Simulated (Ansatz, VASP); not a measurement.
## Two plane-wave programs on Ba

```
Ba
1.0
     4.34787    0.00000    0.00000
    -2.17393    3.76537    0.00000
     0.00000    0.00000    7.09390
Ba
2
Direct
  0.33333 0.66667 0.25000
  0.66667 0.33333 0.75000
```

Alike in both runs: functional PBEsol; k mesh 10 × 10 × 6; occupations fermi-dirac, width 0.08 eV; no spin polarisation.

Ansatz relaxed the structure, and its values are those at the end. VASP's run is a single point on that final structure, the one shown.

|  | VASP | Ansatz |
| --- | --- | --- |
| version | VASP 6.6.1 | Ansatz 0.2.0 |
| potentials or method | VASP PAW PBE potentials, release 64 (Ba_sv) | PAW with Ansatz's default frozen-core files, scalar-relativistic |
| plane-wave cutoff (eV) | 520 | 420 |
| valence electrons in the cell | 20 | 20 |

|  | VASP | Ansatz | Ansatz less VASP |
| --- | --- | --- | --- |
| pressure (GPa) | 0.1 | 0.0 | -0.09 |

VASP's potentials were made for PBE, not for PBEsol.

Neither program's run includes spin-orbit coupling.
